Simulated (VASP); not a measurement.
ScZn, 2 atoms in the cell. Symmetry: Pm-3m, No. 221, cubic system. The conventional cell has a = 3.302 Å, b = 3.302 Å, c = 3.302 Å, α = 90.00°, β = 90.00°, γ = 90.00°. Sc (site symmetry m-3m) has 8 Zn at 2.86 Å and 6 Sc at 3.30 Å within 3.8 Å. Zn (site symmetry m-3m) has 8 Sc at 2.86 Å and 6 Zn at 3.30 Å within 3.8 Å. 

* Program: VASP 6.6.1
* Task: vibrations by perturbation theory
* Functional: PBEsol
* Potentials or basis: VASP PAW PBE potentials, release 64 (Sc_sv, Zn)
* Cutoff: 520 eV
* k mesh: 12 × 12 × 12
* Occupations: fermi-dirac, width 0.15 eV
* Spin: no spin polarisation
* Dipole correction: no
* Further INCAR settings: ALGO = Normal; EDIFF = 1e-08; IBRION = 8; NSW = 1

Potentials or basis: VASP PAW PBE potentials, release 64 (Sc_sv, Zn).

Command:

```sh
$ cat potpaw_PBE.64/Sc_sv/POTCAR potpaw_PBE.64/Zn/POTCAR > POTCAR
$ mpirun -np 1 vasp_std > vasp.out
```

Hardware: 1 thread of AMD EPYC 9R45 96-Core Processor (Zen 5) (shared host).

Q: Estimate the wall time of this run.

A: Wall time 5.4 min on 1 thread of AMD EPYC 9R45 96-Core Processor (Zen 5), on a shared host, peak memory 0.37 GiB. Counts: scf iterations 48, k points 84.
